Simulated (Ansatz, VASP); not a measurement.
## Pt in VASP and in Ansatz

File INCAR:

```
SYSTEM = Pt
PREC = Accurate ; ENCUT = 570
EDIFF = 1E-7 ; ISMEAR = 1
SIGMA = 0.1 ; LREAL = .False.
LASPH = .True. ; NELM = 120
ALGO = Normal ; ISIF = 3
LWAVE = .False. ; LCHARG = .False.
GGA = CA ; IBRION = 2
NSW = 80 ; EDIFFG = -0.05
GGA_COMPAT = .False. ; NELMIN = 4
```

File KPOINTS:

```
regular mesh
0
Gamma
  14 14 7
  0 0 0
```

Contents of POSCAR:

```
Pt
1.0
    2.7606660000      0.0000000000      0.0000000000
   -1.3803330000      2.3908070000      0.0000000000
    0.0000000000      0.0000000000      4.7921340000
Pt
2
Direct
    0.6666666667      0.3333333333      0.7500000000
    0.3333333333      0.6666666667      0.2500000000
```

Input for Ansatz:

```yaml
crystal:
  lattice:
    - [2.760666, 0.0, 0.0]
    - [-1.380333, 2.390807, 0.0]
    - [0.0, 0.0, 4.792134]
  atoms:
    - { symbol: Pt, position: [0.6666666666667, 0.3333333333333, 0.75] }
    - { symbol: Pt, position: [0.3333333333333, 0.6666666666667, 0.25] }
basis:
  ecutwfc: 450.0
kpoints:
  mp_grid: { grid: [14, 14, 7] }
hamiltonian:
  xc: lda
scf:
  occupations: { method: methfessel_paxton, width: 0.1 }
relax:
  f_tol: 0.05
  max_steps: 60
  cell: {}
```

Alike in both runs: task relaxation of cell and atoms; functional LDA; k mesh 14 × 14 × 7; occupations methfessel-paxton of order 1, width 0.1 eV; no spin polarisation.

|  | VASP | Ansatz |
| --- | --- | --- |
| version | VASP 6.6.1 | Ansatz 0.2.0 |
| potentials or method | VASP PAW LDA potentials, release 64 (Pt_sv_GW), cutoff 570 eV | plane waves, PAW |
| valence electrons in the cell | 36 | 36 |

```csv
,VASP,Ansatz,Ansatz less VASP
relaxed volume (Å³/atom),14.84,14.84,+0.007
relaxed length of the cell vector where the two differ most in proportion (Å),4.663,4.670,+0.0072
```

LDA's correlation is that of Perdew and Zunger in VASP and of Perdew and Wang (1992) in Ansatz.

Neither program's run includes spin-orbit coupling.
